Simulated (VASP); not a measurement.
The system is Hf3Si2N.

```
CELL_PARAMETERS angstrom
4.46431 0.00000 0.00000
-2.23215 3.86620 0.00000
0.00000 0.00000 5.63752
ATOMIC_POSITIONS crystal
Hf 0.66667 0.33333 0.50000
Hf 0.00000 0.00000 0.00000
Hf 0.00000 0.00000 0.50000
Si 0.33333 0.66667 0.25933
Si 0.33333 0.66667 0.74067
N 0.66667 0.33333 0.00000
```

The cell was built from a structure type or drawn by symmetry, and may not be a known phase.

```yaml
Program: VASP 6.6.1
Task: relaxation of cell and atoms
Functional: PBE
Potentials_or_basis: VASP PAW PBE potentials, release 64 (Hf_pv, Si, N)
Cutoff: 600 eV
k_mesh: 6 × 6 × 4
Occupations: gaussian, width 0.1 eV
Spin: no spin polarisation
```

At the start: pressure -0.4 GPa; volume 16.22 Å³/atom.

How do energy, volume and symmetry change on relaxing?

Over 8 steps the energy falls by 6.8 meV/atom and the volume is 16.12 Å³/atom (-0.6 %); space group P-6m2 (No. 187, to 0.1 Å) before and after.

Step by step:
```
step  energy change (eV)  largest force (eV/Å)  pressure (GPa)  volume (Å³)
   1              0.0000                0.2183           -0.37        97.30
   2             -0.0349                0.0017            0.19        96.76
   3             -0.0382                0.0852            0.46        96.54
   4             -0.0382                0.0913            0.49        96.52
   5             -0.0389                0.0656           -0.49        97.22
   6             -0.0392                0.0747           -0.15        96.97
   7             -0.0399                0.0545           -0.11        96.91
   8             -0.0406                0.0085            0.03        96.72
```

Final structure:
```
CELL_PARAMETERS angstrom
4.51516 0.00000 0.00000
-2.25758 3.91024 0.00000
0.00000 0.00000 5.47821
ATOMIC_POSITIONS crystal
Hf 0.66667 0.33333 0.50000
Hf 0.00000 0.00000 0.00000
Hf 0.00000 0.00000 0.50000
Si 0.33333 0.66667 0.25844
Si 0.33333 0.66667 0.74156
N 0.66667 0.33333 0.00000
```
